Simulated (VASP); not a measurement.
# ZrB2 (P6/mmm) in VASP: a series of runs

ZrB2 is run at these levels: LDA; tasks: electric field gradients.

All numbers are computed with VASP 6.6.1; they aren't measurements. Logs are shortened: lines on timing, memory, paths and dates and some standing lists are left out, and cuts for length are marked.

**1. The cell of the first run**

Symmetry: P6/mmm, No. 191, hexagonal system. The conventional cell has a = 3.154 Å, b = 3.154 Å, c = 3.508 Å, α = 90.00°, β = 90.00°, γ = 120.00°. Within 3.3 Å of Zr (site symmetry 6/mmm) lie 12 B at 2.53 Å and 6 Zr at 3.15 Å. B (site symmetry -6m2) has 3 B at 1.82 Å within 2.4 Å.

**2. Electric field gradients, LDA (volume scaled by 0.99)**

File INCAR:

```
SYSTEM = ZrB2
PREC = Accurate ; ENCUT = 520
EDIFF = 1E-8 ; ISMEAR = -1
SIGMA = 0.03 ; LREAL = .FALSE.
LASPH = .TRUE. ; NELM = 60
ALGO = Normal ; ISIF = 2
LWAVE = .FALSE. ; LCHARG = .FALSE.
GGA = CA ; LEFG = .TRUE.
NBANDS = 16
```

File KPOINTS:

```
regular mesh
0
G
  13 13 10
  0 0 0
```

File POSCAR:

```
ZrB2
1.0
    3.1544144627      0.0000000000      0.0000000000
   -1.5772072314      2.7318030588      0.0000000000
    0.0000000000      0.0000000000      3.5082273368
Zr B
1 2
Direct
    0.0000000000      0.0000000000      0.0000000000
    0.3333333333      0.6666666667      0.5000000000
    0.6666666667      0.3333333333      0.5000000000
```

Potentials or basis: VASP PAW LDA potentials, release 64 (Zr_sv, B).

Started as:

```
cat potpaw_LDA.64/Zr_sv/POTCAR potpaw_LDA.64/B/POTCAR > POTCAR
mpirun -np 1 vasp_std > vasp.out
```

OUTCAR:

```text
SYSTEM = ZrB2
   PREC = Accurate
   ENCUT = 520
   EDIFF = 1E-8
   ISMEAR = -1
   LREAL = .FALSE.
   LASPH = .TRUE.
   NELM = 60
   ISIF = 2
   GGA = CA

 ion  position               nearest neighbor table
   1  0.000  0.000  0.000-   2 2.53   3 2.53   2 2.53   3 2.53   3 2.53   3 2.53   2 2.53   2 2.53
                             3 2.53   3 2.53   2 2.53   2 2.53
   2  0.333  0.667  0.500-   3 1.82   3 1.82   3 1.82   1 2.53   1 2.53   1 2.53   1 2.53   1 2.53
                             1 2.53
   3  0.667  0.333  0.500-   2 1.82   2 1.82   2 1.82   1 2.53   1 2.53   1 2.53   1 2.53   1 2.53
                             1 2.53

  LATTYP: Found a hexagonal cell.
 ALAT       =     3.1544144627
 C/A-ratio  =     1.1121643583

  Lattice vectors:

 A1 = (   3.1544144627,   0.0000000000,   0.0000000000)
 A2 = (  -1.5772072314,   2.7318030588,   0.0000000000)
 A3 = (   0.0000000000,   0.0000000000,   3.5082273368)

Analysis of symmetry for initial positions (statically):
=====================================================================
 Subroutine PRICEL returns:
 Original cell was already a primitive cell.

 Routine SETGRP: Setting up the symmetry group for a
 hexagonal supercell.

 Subroutine GETGRP returns: Found 24 space group operations
 (whereof 24 operations were pure point group operations)
 out of a pool of 24 trial point group operations.

The static configuration has the point symmetry D_6h.

Analysis of symmetry for dynamics (positions and initial velocities):
=====================================================================
 Subroutine PRICEL returns:
 Original cell was already a primitive cell.

 Routine SETGRP: Setting up the symmetry group for a
 hexagonal supercell.

 Subroutine GETGRP returns: Found 24 space group operations
 (whereof 24 operations were pure point group operations)
 out of a pool of 24 trial point group operations.

The dynamic configuration has the point symmetry D_6h.

 Subroutine INISYM returns: Found 24 space group operations
 (whereof 24 operations are pure point group operations),
 and found     1 'primitive' translations

----------------------------------------------------------------------------------------

                                     Primitive cell

  volume of cell :      30.2312

  direct lattice vectors                    reciprocal lattice vectors
     3.154414463  0.000000000  0.000000000     0.317016046  0.183029299  0.000000000
    -1.577207231  2.731803059  0.000000000     0.000000000  0.366058599  0.000000000
     0.000000000  0.000000000  3.508227337     0.000000000  0.000000000  0.285044241

  length of vectors
     3.154414463  3.154414463  3.508227337     0.366058599  0.366058599  0.285044241

  position of ions in fractional coordinates (direct lattice)
     0.000000000  0.000000000  0.000000000
     0.333333333  0.666666667  0.500000000
     0.666666667  0.333333333  0.500000000

  ion indices of the primitive-cell ions
   primitive index   ion index
                 1           1
                 2           2
                 3           3

----------------------------------------------------------------------------------------

 KPOINTS: regular mesh

Automatic generation of k-mesh.
 Grid dimensions read from file:
 generate k-points for:   13   13   10

 Generating k-lattice:

  Cartesian coordinates                     Fractional coordinates (reciprocal lattice)
     0.024385850  0.014079177  0.000000000     0.076923077 -0.000000000  0.000000000
     0.000000000  0.028158354  0.000000000     0.000000000  0.076923077  0.000000000
     0.000000000  0.000000000  0.028504424     0.000000000  0.000000000  0.100000000

  Length of vectors
     0.028158354  0.028158354  0.028504424

  Shift w.r.t. Gamma in fractional coordinates (k-lattice)
     0.000000000  0.000000000  0.000000000

 Subroutine IBZKPT returns following result:
[... 36 lines left out ...]
   ions per type =               1   2
   NGX,Y,Z   is equivalent  to a cutoff of  12.65, 12.65, 13.27 a.u.
   NGXF,Y,Z  is equivalent  to a cutoff of  25.30, 25.30, 26.54 a.u.
 SYSTEM =  ZrB2
   PREC   = accura    normal or accurate (medium, high low for compatibility)
   ISTART =      0    job   : 0-new  1-cont  2-samecut
   ICHARG =      2    charge: 1-file 2-atom 10-const
   ISPIN  =      1    spin polarized calculation?
   LNONCOLLINEAR =      F non collinear calculations
   LSORBIT =      F    spin-orbit coupling
   LASPH  =      T    aspherical Exc in radial PAW
   ENCUT  =  520.0 eV  38.22 Ry    6.18 a.u.   5.87  5.87  6.52*2*pi/ulx,y,z
   NELM   =     60;   NELMIN=  2; NELMDL= -5     # of ELM steps
   EDIFF  = 0.1E-07   stopping-criterion for ELM
   LREAL  =      F    real-space projection
   EDIFFG = 0.1E-06   stopping-criterion for IOM
   NSW    =      0    number of steps for IOM
   IBRION =     -1    ionic relax: 0-MD 1-quasi-New 2-CG
   NFREE  =      0    steps in history (QN), initial steepest desc. (CG)
   ISIF   =      2    stress and relaxation
   ISYM   =      2    0-nonsym 1-usesym 2-fastsym
   POTIM  = 0.5000    time-step for ionic-motion
   TEBEG  =    0.0;   TEEND  =   0.0 temperature during run
   PSTRESS=    0.0 pullay stress
   NELECT =      18.0000    total number of electrons
   NUPDOWN=      -1.0000    fix difference up-down
   EMIN   =  10.00;   EMAX   =-10.00  energy-range for DOS
   EFERMI =   0.00;   METHOD = LEGACY
   ISMEAR =    -1;   SIGMA  =   0.03  broadening in eV -4-tet -1-fermi 0-gaus
   EFERMI_NEDOS =   21; number of points for ismear=-14 and -15
   IALGO  =     38    algorithm
   IMIX   =      4    mixing-type and parameters
     AMIX     =   0.40;   BMIX     =  1.00
     AMIX_MAG =   1.60;   BMIX_MAG =  1.00
  volume/ion in A,a.u.               =      10.08        68.00
  Fermi-wavevector in a.u.,A,eV,Ry     =   1.377253  2.602631 25.807880  1.896826
  Thomas-Fermi vector in A             =   2.502423
   LORBIT       =      0    0 simple, 1 ext, 2 COOP (PROOUT), +10 PAW based schemes
   GGA     = CA    functional components
   LHFCALC =     F    Hartree Fock is set to
   AEXX    =    0.0000 exact exchange contribution
   IVDW    =     0    specifies the selected vdW correction
   LEPSILON=     F    determine dielectric tensor
   LRPA    =     F    only Hartree local field effects (RPA)
 non-spin polarized calculation
  energy-cutoff  :      520.00
  volume of cell :       30.23
 maximum number of plane-waves:       831
 NGX is ok and might be reduce to    24
   NGX = 11   NGY = 11   NGZ = 13

 number of electron      18.0000000 magnetization

 Free energy of the ion-electron system (eV)
  ---------------------------------------------------
  ext. energy  EPLUGINS =         0.00000000
  ---------------------------------------------------
  free energy    TOTEN  =       -27.47557849 eV

  energy without entropy =      -27.47440545  energy(sigma->0) =      -27.47499197

 E-fermi :  10.7599     XC(G=0): -12.6654

 val. band max:       10.7560244129   @ k =   0.3077   0.1538   0.0000
 cond. band min:      10.7664850162   @ k =   0.0769   0.0769   0.3000
 fundamental gap:      0.0104606034
 Fermi energy:        10.7599265657

 k-point     1 :       0.0000    0.0000    0.0000
  band No.  band energies     occupation
      1     -37.6378      2.00000
      2     -15.9897      2.00000
      3     -15.4038      2.00000
      4     -15.4038      2.00000
      5      -1.9839      2.00000
      6       7.9789      2.00000
[... 433 lines left out ...]
      3     -15.6304      2.00000
      4     -15.4512      2.00000
      5      -1.3785      2.00000
      6       6.8073      2.00000
[... 8 lines left out ...]
     15      17.4304      0.00000
     16      18.1593      0.00000

 [... further k-points ...]

------------------------ aborting loop because EDIFF is reached ----------------------------------------

  FORCE on cell =-STRESS in cart. coord.  units (eV):
  Direction    XX          YY          ZZ          XY          YZ          ZX
  --------------------------------------------------------------------------------------
  -------------------------------------------------------------------------------------
  Total       -0.8993211     -0.8993211     -0.6919273      0.0000000      0.0000000      0.0000000
  in kB      -47.6616975    -47.6616975    -36.6703588      0.0000000      0.0000000      0.0000000
  external PRESSURE =     -43.9979179 kB  Pullay stress =       0.0000000 kB

 VOLUME and BASIS-vectors are now :
 -----------------------------------------------------------------------------
  energy-cutoff  :      520.00
  volume of cell :       30.23
      direct lattice vectors                 reciprocal lattice vectors
     3.154414463  0.000000000  0.000000000     0.317016046  0.183029299  0.000000000
    -1.577207231  2.731803059  0.000000000     0.000000000  0.366058599  0.000000000
     0.000000000  0.000000000  3.508227337     0.000000000  0.000000000  0.285044241

 POSITION                                       TOTAL-FORCE (eV/Angst)
 -----------------------------------------------------------------------------------
      0.00000      0.00000      0.00000         0.000000     -0.000000     -0.000000
     -0.00000      1.82120      1.75411        -0.000000      0.000000     -0.000000
      1.57721      0.91060      1.75411        -0.000000     -0.000000      0.000000
 -----------------------------------------------------------------------------------
    total drift:                               -0.000000      0.000000      0.000000

  FREE ENERGIE OF THE ION-ELECTRON SYSTEM (eV)
  ---------------------------------------------------
  free  energy   TOTEN  =       -27.4755784872 eV

  energy  without entropy=      -27.4744054534  energy(sigma->0) =      -27.47499197

 Electric field gradients (V/A^2)
---------------------------------------------------------------------
 ion       V_xx      V_yy      V_zz      V_xy      V_xz      V_yz
---------------------------------------------------------------------
   1     -22.363   -22.363    44.727    -0.000    -0.000    -0.000
   2      -0.860    -0.860     1.720    -0.000     0.000     0.000
   3      -0.860    -0.860     1.720    -0.000     0.000     0.000
---------------------------------------------------------------------

 Electric field gradients after diagonalization (V/A^2)
 (convention: |V_zz| > |V_xx| > |V_yy|)
----------------------------------------------------------------------
 ion       V_xx      V_yy      V_zz     asymmetry (V_yy - V_xx)/ V_zz
----------------------------------------------------------------------
   1     -22.364   -22.363    44.727       0.000
   2      -0.860    -0.860     1.720       0.000
   3      -0.860    -0.860     1.720       0.000
----------------------------------------------------------------------

           NMR quadrupolar parameters

 Cq : quadrupolar parameter    Cq=e*Q*V_zz/h
 eta: asymmetry parameters     (V_yy - V_xx)/ V_zz
 Q  : nuclear electric quadrupole moment in mb (millibarn)
----------------------------------------------------------------------
 ion       Cq(MHz)       eta       Q (mb)
----------------------------------------------------------------------
   1       0.108       0.000       1.000
   2       0.004       0.000       1.000
   3       0.004       0.000       1.000
----------------------------------------------------------------------
```

Run time: 79 s. Hardware: 1 thread of AMD EPYC 7R13, shared host; peak memory 0.15 GiB.

Results:

| Quantity | Value |
| --- | --- |
| Free energy | -27.4756 eV |
| Pressure | -4.4 GPa |
| Band gap on the k mesh | zero (band 9 reaches 11.25 eV, above the bottom of band 10 at 10.36 eV) |

Stress tensor (GPa, compression positive):
```
-4.77  0.00  0.00
 0.00 -4.77  0.00
 0.00  0.00 -3.67
```

Electric field gradients, principal values (V/Å²):
```csv
atom,least,middle,greatest (by size)
1 Zr,-22.363,-22.364,44.727
2 B,-0.860,-0.860,1.720
3 B,-0.860,-0.860,1.720
```

Caveat: without QUAD_EFG the Cq values of the log hold for a quadrupole moment of 1 mb, not for the nuclei.

**3. Electric field gradients, LDA (volume scaled by 1.02)**

File INCAR:

```
SYSTEM = ZrB2
PREC = Accurate
ENCUT = 520
EDIFF = 1E-8
ISMEAR = -1
SIGMA = 0.03
LREAL = .FALSE.
LASPH = .TRUE.
NELM = 100
ALGO = Normal
ISIF = 2
LWAVE = .FALSE.
LCHARG = .FALSE.
LEFG = .TRUE.
NBANDS = 16
```

File KPOINTS:

```
Automatic mesh
0
G
  13 13 10
  0 0 0
```

File POSCAR:

```
ZrB2
1.0
    3.1859607001      0.0000000000      0.0000000000
   -1.5929803501      2.7591229018      0.0000000000
    0.0000000000      0.0000000000      3.5433119376
Zr B
1 2
Direct
    0.0000000000      0.0000000000      0.0000000000
    0.3333333333      0.6666666667      0.5000000000
    0.6666666667      0.3333333333      0.5000000000
```

Potentials or basis: VASP PAW LDA potentials, release 64 (Zr_sv, B).

Started as:

```
cat potpaw_LDA.64/Zr_sv/POTCAR potpaw_LDA.64/B/POTCAR > POTCAR
mpirun -np 1 vasp_std > vasp.out
```

OUTCAR:

```text
SYSTEM = ZrB2
   PREC = Accurate
   ENCUT = 520
   EDIFF = 1E-8
   ISMEAR = -1
   LREAL = .FALSE.
   LASPH = .TRUE.
   NELM = 100
   ISIF = 2

 ion  position               nearest neighbor table
   1  0.000  0.000  0.000-   2 2.55   3 2.55   2 2.55   3 2.55   3 2.55   3 2.55   2 2.55   2 2.55
                             3 2.55   3 2.55   2 2.55   2 2.55
   2  0.333  0.667  0.500-   3 1.84   3 1.84   3 1.84   1 2.55   1 2.55   1 2.55   1 2.55   1 2.55
                             1 2.55
   3  0.667  0.333  0.500-   2 1.84   2 1.84   2 1.84   1 2.55   1 2.55   1 2.55   1 2.55   1 2.55
                             1 2.55

  LATTYP: Found a hexagonal cell.
 ALAT       =     3.1859607001
 C/A-ratio  =     1.1121643583

  Lattice vectors:

 A1 = (   3.1859607001,   0.0000000000,   0.0000000000)
 A2 = (  -1.5929803501,   2.7591229018,   0.0000000000)
 A3 = (   0.0000000000,   0.0000000000,   3.5433119376)

Analysis of symmetry for initial positions (statically):
=====================================================================
[... 658 lines left out ...]
 POSITION                                       TOTAL-FORCE (eV/Angst)
 -----------------------------------------------------------------------------------
      0.00000      0.00000      0.00000        -0.000000      0.000000     -0.000000
     -0.00000      1.83942      1.77166        -0.000000      0.000000     -0.000000
      1.59298      0.91971      1.77166         0.000000     -0.000000      0.000000
 -----------------------------------------------------------------------------------
    total drift:                               -0.000000      0.000000      0.000000

  FREE ENERGIE OF THE ION-ELECTRON SYSTEM (eV)
  ---------------------------------------------------
  free  energy   TOTEN  =       -27.4309221875 eV

  energy  without entropy=      -27.4297354631  energy(sigma->0) =      -27.43032883

 Electric field gradients (V/A^2)
---------------------------------------------------------------------
 ion       V_xx      V_yy      V_zz      V_xy      V_xz      V_yz
---------------------------------------------------------------------
   1     -22.145   -22.145    44.291    -0.000    -0.000    -0.000
   2      -0.860    -0.860     1.720    -0.000     0.000     0.000
   3      -0.860    -0.860     1.720    -0.000     0.000     0.000
---------------------------------------------------------------------

 Electric field gradients after diagonalization (V/A^2)
 (convention: |V_zz| > |V_xx| > |V_yy|)
----------------------------------------------------------------------
 ion       V_xx      V_yy      V_zz     asymmetry (V_yy - V_xx)/ V_zz
----------------------------------------------------------------------
   1     -22.145   -22.145    44.291       0.000
   2      -0.860    -0.860     1.720       0.000
   3      -0.860    -0.860     1.720       0.000
----------------------------------------------------------------------

           NMR quadrupolar parameters

 Cq : quadrupolar parameter    Cq=e*Q*V_zz/h
 eta: asymmetry parameters     (V_yy - V_xx)/ V_zz
 Q  : nuclear electric quadrupole moment in mb (millibarn)
----------------------------------------------------------------------
 ion       Cq(MHz)       eta       Q (mb)
----------------------------------------------------------------------
   1       0.107       0.000       1.000
   2       0.004       0.000       1.000
   3       0.004       0.000       1.000
----------------------------------------------------------------------
```

Run time: 79 s. Hardware: 1 thread of AMD EPYC 7R13, shared host; peak memory 0.15 GiB.

Results:

```yaml
Free_energy: -27.4309 eV
Pressure: -11.3 GPa
Band_gap_on_the_k_mesh: zero (band 9 reaches 10.89 eV, above the bottom of band 10 at 10.03 eV)
```

Stress tensor (GPa, compression positive):
```
-11.80   0.00   0.00
  0.00 -11.80   0.00
  0.00   0.00 -10.18
```

Electric field gradients, principal values (V/Å²):
```csv
atom,least,middle,greatest (by size)
1 Zr,-22.145,-22.145,44.291
2 B,-0.860,-0.860,1.720
3 B,-0.860,-0.860,1.720
```

Caveat: without QUAD_EFG the Cq values of the log hold for a quadrupole moment of 1 mb, not for the nuclei.

(Continued in part 2 of 2.)
